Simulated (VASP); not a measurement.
Crystal: Cu.

```
CELL_PARAMETERS angstrom
2.53076 0.00000 0.00000
-1.26538 2.19171 0.00000
0.00000 0.00000 8.26182
ATOMIC_POSITIONS crystal
Cu 0.66667 0.33333 0.75000
Cu 0.00000 0.00000 0.50000
Cu 0.33333 0.66667 0.25000
Cu 0.00000 0.00000 0.00000
```

Base run:

* Program: VASP 6.6.1
* Functional: PBEsol
* Potentials or basis: VASP PAW PBE potentials, release 64 (Cu_sv_GW)
* Cutoff: 700 eV
* k mesh: 12 × 12 × 4
* Occupations: fermi-dirac, width 0.05 eV
* Spin: no spin polarisation

Its results: band gap on the k mesh zero (band 38 reaches 11.16 eV, above the bottom of band 39 at 6.01 eV); pressure -6.5 GPa.

Task: After a change of settings the same cell gave: band gap on the k mesh zero (band 38 reaches 11.37 eV, above the bottom of band 39 at 6.19 eV); pressure 1.7 GPa. Which change was it?
A. potentials or basis from VASP PAW PBE potentials, release 64 (Cu_sv_GW) to VASP PAW PBE potentials, release 64 (Cu); cutoff from 700 eV to 520 eV; further incar settings from ALGO = Normal; EDIFF = 1e-06; NBANDS = 46 to ALGO = Normal; EDIFF = 1e-07; NBANDS = 30; valence electrons from 76 to 44
B. potentials or basis from VASP PAW PBE potentials, release 64 (Cu_sv_GW) to VASP PAW PBE potentials, release 64 (Cu); cutoff from 700 eV to 520 eV; further incar settings from ALGO = Normal; EDIFF = 1e-06; NBANDS = 46 to ALGO = Normal; EDIFF = 1e-06; NBANDS = 30; valence electrons from 76 to 44
C. functional from PBEsol to PBE

Result: C.

PBE binds less tightly than PBEsol, so the same cell stands under more pressure.

Caveats: the PAW data sets were made with another functional, which shifts forces and pressure a little (some runs).
